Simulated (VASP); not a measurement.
Crystal: LiNbO3.

```
Li Nb O
1.0
     3.95602    0.00000    0.00000
     0.00000    3.95602    0.00000
     0.00000    0.00000    3.95602
Li Nb O
1 1 3
Direct
  0.00000 0.00000 0.00000
  0.50000 0.50000 0.50000
  0.50000 0.50000 0.00000
  0.50000 0.00000 0.50000
  0.00000 0.50000 0.50000
```

* Program: VASP 6.6.1
* Task: relaxation of cell and atoms
* Functional: r2SCAN
* Potentials or basis: VASP PAW PBE potentials, release 64 (Li_sv, Nb_sv, O)
* Cutoff: 600 eV
* k mesh: 6 × 6 × 6
* Occupations: fermi-dirac, width 0.02 eV
* Spin: no spin polarisation

At the start: pressure -3.9 GPa; volume 12.38 Å³/atom.

Q: Where does the relaxation end?

A: Over 3 steps the energy falls by 3.0 meV/atom and the volume is 12.14 Å³/atom (-2.0 %); space group Pm-3m (No. 221, to 0.05 Å).

The path:
```csv
step,energy change (eV),largest force (eV/Å),pressure (GPa),volume (Å³)
1,0.0000,0.0000,-3.88,61.91
2,0.0062,0.0000,4.91,59.27
3,-0.0150,0.0000,-0.02,60.69
```

Final structure:
```cif
data_structure
_symmetry_space_group_name_H-M 'P 1'
_symmetry_Int_Tables_number 1
_cell_length_a 3.9298
_cell_length_b 3.9298
_cell_length_c 3.9298
_cell_angle_alpha 90.000
_cell_angle_beta 90.000
_cell_angle_gamma 90.000
_cell_volume 60.69
loop_
_atom_site_label
_atom_site_type_symbol
_atom_site_fract_x
_atom_site_fract_y
_atom_site_fract_z
_atom_site_occupancy
Li1 Li 0.00000 0.00000 0.00000 1
Nb1 Nb 0.50000 0.50000 0.50000 1
O1 O 0.50000 0.50000 0.00000 1
O2 O 0.50000 0.00000 0.50000 1
O3 O 0.00000 0.50000 0.50000 1
```

Caveat: the cutoff is under 1.25 times the usual one of these potentials, so pressure, stress and relaxed cells hold a basis-set (Pulay) error; the PAW data sets were made with another functional, which shifts forces and pressure a little.
